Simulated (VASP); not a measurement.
# Ca2Sn2N (P6_3/mmc) in VASP: single point with PBE

Aim: the single point of Ca2Sn2N with PBE.

Program: VASP 6.6.1. These are calculated values, not measurements. Logs are shortened: lines on timing, memory, paths and dates and some standing lists are left out, and cuts for length are marked.

### 1 The cell of the first run

It takes space group P6_3/mmc (No. 194, hexagonal). The conventional cell has a = 3.433 Å, b = 3.433 Å, c = 21.298 Å, α = 90.00°, β = 90.00°, γ = 120.00°. Within 3.5 Å of Ca (site symmetry 3m) lie 3 N at 2.35 Å and 9 Ca at 3.20 to 3.43 Å and 3 Sn at 3.32 Å. Within 3.7 Å of Sn (site symmetry 3m) lie 7 Sn at 2.81 to 3.43 Å and 3 Ca at 3.32 Å. N (site symmetry -3m) has 6 Ca at 2.35 Å within 3.1 Å.

### 2 Single point, PBE (21.74 Å³/atom)

File INCAR:

```
SYSTEM = Ca2Sn2N
PREC = Accurate ; ENCUT = 520
EDIFF = 1E-7 ; ISMEAR = 0
SIGMA = 0.1 ; LREAL = .FALSE.
LASPH = .TRUE. ; NELM = 100
ALGO = Normal ; ISIF = 2
LWAVE = .FALSE. ; LCHARG = .TRUE.
GGA = PE ; LELF = .TRUE.
LVHAR = .TRUE. ; NBANDS = 64
```

File KPOINTS:

```
Automatic mesh
0
G
  12 12 2
  0 0 0
```

File POSCAR:

```
Ca2Sn2N
1.0
    3.4334636632      0.0000000000      0.0000000000
   -1.7167318316      2.9734667553      0.0000000000
    0.0000000000      0.0000000000     21.2983202750
Ca Sn N
4 4 2
Direct
    0.6666666667      0.3333333333      0.9410641900
    0.3333333333      0.6666666667      0.0589358100
    0.6666666667      0.3333333333      0.5589358100
    0.3333333333      0.6666666667      0.4410641900
    0.3333333333      0.6666666667      0.6839939395
    0.3333333333      0.6666666667      0.8160060605
    0.6666666667      0.3333333333      0.1839939395
    0.6666666667      0.3333333333      0.3160060605
    0.0000000000      0.0000000000      0.0000000000
    0.0000000000      0.0000000000      0.5000000000
```

Potentials or basis: VASP PAW PBE potentials, release 64 (Ca_sv, Sn_d, N).

Command:

```console
$ cat potpaw_PBE.64/Ca_sv/POTCAR potpaw_PBE.64/Sn_d/POTCAR potpaw_PBE.64/N/POTCAR > POTCAR
$ mpirun -np 1 vasp_std > vasp.out
```

OUTCAR:

```text
SYSTEM = Ca2Sn2N
   PREC = Accurate
   ENCUT = 520
   EDIFF = 1E-7
   ISMEAR = 0
   LREAL = .FALSE.
   LASPH = .TRUE.
   NELM = 100
   ISIF = 2
   GGA = PE

 ion  position               nearest neighbor table
   1  0.667  0.333  0.941-   9 2.35   9 2.35   9 2.35   6 3.32   6 3.32   6 3.32
   2  0.333  0.667  0.059-   9 2.35   9 2.35   9 2.35   7 3.32   7 3.32   7 3.32
   3  0.667  0.333  0.559-  10 2.35  10 2.35  10 2.35   5 3.32   5 3.32   5 3.32
   4  0.333  0.667  0.441-  10 2.35  10 2.35  10 2.35   8 3.32   8 3.32   8 3.32
   5  0.333  0.667  0.684-   6 2.81   3 3.32   3 3.32   3 3.32
   6  0.333  0.667  0.816-   5 2.81   1 3.32   1 3.32   1 3.32
   7  0.667  0.333  0.184-   8 2.81   2 3.32   2 3.32   2 3.32
   8  0.667  0.333  0.316-   7 2.81   4 3.32   4 3.32   4 3.32
   9  0.000  0.000  0.000-   1 2.35   2 2.35   2 2.35   1 2.35   1 2.35   2 2.35
  10  0.000  0.000  0.500-   3 2.35   4 2.35   4 2.35   3 2.35   3 2.35   4 2.35

  LATTYP: Found a hexagonal cell.
 ALAT       =     3.4334636632
 C/A-ratio  =     6.2031587820

  Lattice vectors:

 A1 = (   3.4334636632,   0.0000000000,   0.0000000000)
 A2 = (  -1.7167318316,   2.9734667553,   0.0000000000)
 A3 = (   0.0000000000,   0.0000000000,  21.2983202750)

Analysis of symmetry for initial positions (statically):
=====================================================================
 Subroutine PRICEL returns:
 Original cell was already a primitive cell.

 Routine SETGRP: Setting up the symmetry group for a
 hexagonal supercell.

 Subroutine GETGRP returns: Found 24 space group operations
 (whereof 12 operations were pure point group operations)
 out of a pool of 24 trial point group operations.

The static configuration has the point symmetry D_3d.
 The point group associated with its full space group is D_6h.

Analysis of symmetry for dynamics (positions and initial velocities):
=====================================================================
 Subroutine PRICEL returns:
 Original cell was already a primitive cell.

 Routine SETGRP: Setting up the symmetry group for a
 hexagonal supercell.

 Subroutine GETGRP returns: Found 24 space group operations
 (whereof 12 operations were pure point group operations)
 out of a pool of 24 trial point group operations.

The dynamic configuration has the point symmetry D_3d.
 The point group associated with its full space group is D_6h.

[... 121 lines left out ...]
   ISYM   =      2    0-nonsym 1-usesym 2-fastsym
   POTIM  = 0.5000    time-step for ionic-motion
   TEBEG  =    0.0;   TEEND  =   0.0 temperature during run
   PSTRESS=    0.0 pullay stress
   NELECT =     106.0000    total number of electrons
   NUPDOWN=      -1.0000    fix difference up-down
   EMIN   =  10.00;   EMAX   =-10.00  energy-range for DOS
   EFERMI =   0.00;   METHOD = LEGACY
   ISMEAR =     0;   SIGMA  =   0.10  broadening in eV -4-tet -1-fermi 0-gaus
   EFERMI_NEDOS =   21; number of points for ismear=-14 and -15
   IALGO  =     38    algorithm
   IMIX   =      4    mixing-type and parameters
     AMIX     =   0.40;   BMIX     =  1.00
     AMIX_MAG =   1.60;   BMIX_MAG =  1.00
  volume/ion in A,a.u.               =      21.74       146.74
  Fermi-wavevector in a.u.,A,eV,Ry     =   1.288437  2.434793 22.586619  1.660070
  Thomas-Fermi vector in A             =   2.420391
   LORBIT       =      0    0 simple, 1 ext, 2 COOP (PROOUT), +10 PAW based schemes
   GGA     = PE    functional components
   LHFCALC =     F    Hartree Fock is set to
   AEXX    =    0.0000 exact exchange contribution
   IVDW    =     0    specifies the selected vdW correction
   LEPSILON=     F    determine dielectric tensor
   LRPA    =     F    only Hartree local field effects (RPA)
 non-spin polarized calculation
 Gauss-broadening in eV      SIGMA  =   0.10
  energy-cutoff  :      520.00
  volume of cell :      217.44
 maximum number of plane-waves:      5910
 NGX is ok and might be reduce to    28
   NGX = 13   NGY = 13   NGZ = 79

 number of electron     106.0000009 magnetization

 Free energy of the ion-electron system (eV)
  ---------------------------------------------------
  ext. energy  EPLUGINS =         0.00000000
  ---------------------------------------------------
  free energy    TOTEN  =       -45.27479155 eV

  energy without entropy =      -45.26004119  energy(sigma->0) =      -45.26741637

 E-fermi :   5.7308     XC(G=0): -10.0828

 val. band max:        5.6851155653   @ k =   0.2500   0.1667   0.0000
 cond. band min:       5.7819880772   @ k =   0.4167   0.1667   0.0000
 fundamental gap:      0.0968725119
 Fermi energy:         5.7308326451

 k-point     1 :       0.0000    0.0000    0.0000
  band No.  band energies     occupation
      1     -33.4885      2.00000
      2     -33.4885      2.00000
      3     -33.3955      2.00000
      4     -33.3955      2.00000
      5     -15.7384      2.00000
      6     -15.7374      2.00000
[... 1597 lines left out ...]
     63      10.0135      0.00000
     64      10.0135      0.00000

 [... further k-points ...]

------------------------ aborting loop because EDIFF is reached ----------------------------------------

  FORCE on cell =-STRESS in cart. coord.  units (eV):
  Direction    XX          YY          ZZ          XY          YZ          ZX
  --------------------------------------------------------------------------------------
  -------------------------------------------------------------------------------------
  Total        7.7764409      7.7764409      7.8881193      0.0000000      0.0000000      0.0000000
  in kB       57.2994643     57.2994643     58.1223490      0.0000000      0.0000000      0.0000000
  external PRESSURE =      57.5737592 kB  Pullay stress =       0.0000000 kB

 VOLUME and BASIS-vectors are now :
 -----------------------------------------------------------------------------
  energy-cutoff  :      520.00
  volume of cell :      217.44
      direct lattice vectors                 reciprocal lattice vectors
     3.433463663  0.000000000  0.000000000     0.291251080  0.168153889  0.000000000
    -1.716731832  2.973466755  0.000000000     0.000000000  0.336307779  0.000000000
     0.000000000  0.000000000 21.298320275     0.000000000  0.000000000  0.046952059

 POSITION                                       TOTAL-FORCE (eV/Angst)
 -----------------------------------------------------------------------------------
      1.71673      0.99116     20.04309        -0.000000      0.000000     -0.043373
     -0.00000      1.98231      1.25523        -0.000000     -0.000000      0.043373
      1.71673      0.99116     11.90439         0.000000     -0.000000      0.043373
     -0.00000      1.98231      9.39393        -0.000000     -0.000000     -0.043373
     -0.00000      1.98231     14.56792        -0.000000      0.000000      0.012703
     -0.00000      1.98231     17.37956        -0.000000      0.000000     -0.012703
      1.71673      0.99116      3.91876         0.000000     -0.000000      0.012703
      1.71673      0.99116      6.73040         0.000000     -0.000000     -0.012703
      0.00000      0.00000      0.00000         0.000000      0.000000     -0.000000
      0.00000      0.00000     10.64916         0.000000      0.000000     -0.000000
 -----------------------------------------------------------------------------------
    total drift:                                0.000000     -0.000000     -0.000000

  FREE ENERGIE OF THE ION-ELECTRON SYSTEM (eV)
  ---------------------------------------------------
  free  energy   TOTEN  =       -45.2747915487 eV

  energy  without entropy=      -45.2600411866  energy(sigma->0) =      -45.26741637
```

stdout:

```text
POSCAR found type information on POSCAR CaSnN
 POSCAR found :  3 types and      10 ions
 scaLAPACK will be used
 LDA part: xc-table for (Slater+PW92), standard interpolation
 POSCAR, INCAR and KPOINTS ok, starting setup
 FFT: planning ... GRIDC
 FFT: planning ... GRID_SOFT
 FFT: planning ... GRID
 WAVECAR not read
 entering main loop
```

Wall time 9.5 min (1 thread of AMD EPYC 9R45 (Zen 5), shared host); peak memory 0.59 GiB.

What came out:

```yaml
Free_energy: -45.2748 eV
Pressure: 5.8 GPa
Largest_force: 0.043 eV/Å
Band_gap_on_the_k_mesh: zero (bands 53 and 54 overlap by 4.51 eV)
```

Forces in eV/Å, atoms in the order of the input:
```
Ca   0.000  0.000 -0.043
Ca   0.000  0.000  0.043
Ca   0.000  0.000  0.043
Ca   0.000  0.000 -0.043
Sn   0.000  0.000  0.013
Sn   0.000  0.000 -0.013
Sn   0.000  0.000  0.013
Sn   0.000  0.000 -0.013
N    0.000  0.000  0.000
N    0.000  0.000  0.000
```

Caveat: the cell stands under pressure; spin-orbit coupling is left out, which moves the levels of the heavy elements.

The gap in the log of VASP goes by the Fermi energy; the results here count the filled bands.